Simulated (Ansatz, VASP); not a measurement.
MoS2 in VASP and in Ansatz

The input POSCAR:

```
MoS2
1.0
    3.2274600000      0.0000000000      0.0000000000
   -1.6137300000      2.7950700000      0.0000000000
    0.0000000000      0.0000000000      6.3124700000
Mo S
1 2
Direct
    0.9911100000      0.9768900000      0.4907000000
    0.3253000000      0.6624100000      0.2567600000
    0.6350978177      0.3206056353      0.7581100000
```

INCAR.step1

```
PREC = Accurate
ENCUT = 520
ISMEAR = -1
SIGMA = 0.1
LREAL = F
LASPH = T
NELM = 80
NBANDS = 20
GGA = PE
ALGO = Normal
EDIFF = 1E-4
LWAVE = T
LCHARG = F
```

INCAR.step2

```
PREC = Accurate
ENCUT = 520
EDIFF = 1E-6
ISMEAR = -1
SIGMA = 0.1
LREAL = F
LASPH = T
NELM = 80
ALGO = Normal
ISIF = 2
LWAVE = F
LCHARG = F
METAGGA = R2SCAN
LMIXTAU = T
NBANDS = 20
ISTART = 1
```

Contents of KPOINTS:

```
Automatic mesh
0
Gamma
  7 7 3
```

Input for Ansatz:

```yaml
crystal:
  lattice:
    - [3.22746, 0.0, 0.0]
    - [-1.61373, 2.79507, 0.0]
    - [0.0, 0.0, 6.31247]
  atoms:
    - { symbol: Mo, position: [0.99111, 0.97689, 0.4907] }
    - { symbol: S, position: [0.3253, 0.66241, 0.25676] }
    - { symbol: S, position: [0.6350978176575184, 0.32060563531503683, 0.75811] }
basis:
  ecutwfc: 650.0
  xc_grid: 2
kpoints:
  mp_grid:
    grid: [7, 7, 3]
hamiltonian:
  xc: r2scan
scf:
  convergence:
    dr2_threshold: 1.0e-09
  occupations:
    method: fermi_dirac
output:
  forces: true
  stress: true
```

Alike in both runs: task single point; functional r2SCAN; k mesh 7 × 7 × 3; no spin polarisation.

```csv
,VASP,Ansatz
version,VASP 6.6.1,Ansatz 0.2.0
potentials or method,"VASP PAW PBE potentials, release 64 (Mo_sv, S), cutoff 520 eV","plane waves, PAW"
occupations,"fermi-dirac, width 0.1 eV",fermi-dirac
valence electrons in the cell,26,26
```

VASP gave:

| Quantity | Value |
| --- | --- |
| pressure (GPa) | -2.0 |
| traceless stress, the component that is largest in VASP (GPa) | -1.87 |
| rms of the force components (eV/Å) | 0.939 |

Task: What did Ansatz give for the same quantities?

Result: Pressure (GPa): -2.1; traceless stress, the component that is largest in VASP (GPa): -1.85; rms of the force components (eV/Å): 0.938.

VASP's potentials were made for PBE, not for r2SCAN. Atom by atom the forces differ by 0.003 eV/Å (rms over components). Ansatz's warnings: stress scf threshold loose.
